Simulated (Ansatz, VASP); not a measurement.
## SiC: VASP beside Ansatz

INCAR

```
ALGO = Normal ; EDIFF = 1E-7
ENCUT = 520 ; GGA = PS
ISIF = 2 ; ISMEAR = 0
LASPH = True ; LCHARG = False
LREAL = False ; LWAVE = False
NBANDS = 16 ; NELM = 100
PREC = Accurate ; SIGMA = 0.01
```

Contents of KPOINTS:

```
k-points
0
Gamma
  6 6 4
```

The input POSCAR:

```
SiC
1.0
    3.0753564236      0.0000000000      0.0000000000
   -1.5376782118      2.6633367885      0.0000000000
    0.0000000000      0.0000000000      5.0481087552
Si C
2 2
Direct
    0.3333333333      0.6666666667      0.4995917705
    0.6666666667      0.3333333333      0.9995917705
    0.3333333333      0.6666666667      0.8754082295
    0.6666666667      0.3333333333      0.3754082295
```

Input for Ansatz:

```yaml
crystal:
  lattice:
    - [3.0753564236, 0.0, 0.0]
    - [-1.5376782118, 2.6633367885, 0.0]
    - [0.0, 0.0, 5.0481087552]
  atoms:
    - { symbol: Si, position: [0.3333333333, 0.6666666667, 0.4995917705] }
    - { symbol: Si, position: [0.6666666667, 0.3333333333, 0.9995917705] }
    - { symbol: C, position: [0.3333333333, 0.6666666667, 0.8754082295] }
    - { symbol: C, position: [0.6666666667, 0.3333333333, 0.3754082295] }
kpoints:
  mp_grid: { grid: [6, 6, 4] }
hamiltonian:
  xc: pbesol
scf:
  occupations: { method: fixed }
  n_extra_bands: 5
output:
  forces: true
  stress: true
  eigenvalues: true
basis:
  ecutwfc: 600
```

Alike in both runs: task single point; functional PBEsol; k mesh 6 × 6 × 4; no spin polarisation.

|  | VASP | Ansatz |
| --- | --- | --- |
| version | VASP 6.6.1 | Ansatz 0.2.0 |
| potentials or method | VASP PAW PBE potentials, release 64 (Si, C), cutoff 520 eV | plane waves |
| occupations | gaussian, width 0.01 eV | fixed |
| valence electrons in the cell | 16 | 16 |

|  | VASP | Ansatz | Ansatz less VASP |
| --- | --- | --- | --- |
| gap on the k mesh at the Fermi level (eV) | 2.11 | 2.12 | +0.011 |
| pressure (GPa) | 0.4 | 0.1 | -0.36 |
| traceless stress, the component that is largest in VASP (GPa) | -0.21 | -0.21 | +0.004 |
| rms of the force components (eV/Å) | 0.002 | 0.003 | +0.0006 |

VASP's potentials were made for PBE, not for PBEsol. Atom by atom the forces differ by 0.001 eV/Å (rms over components).
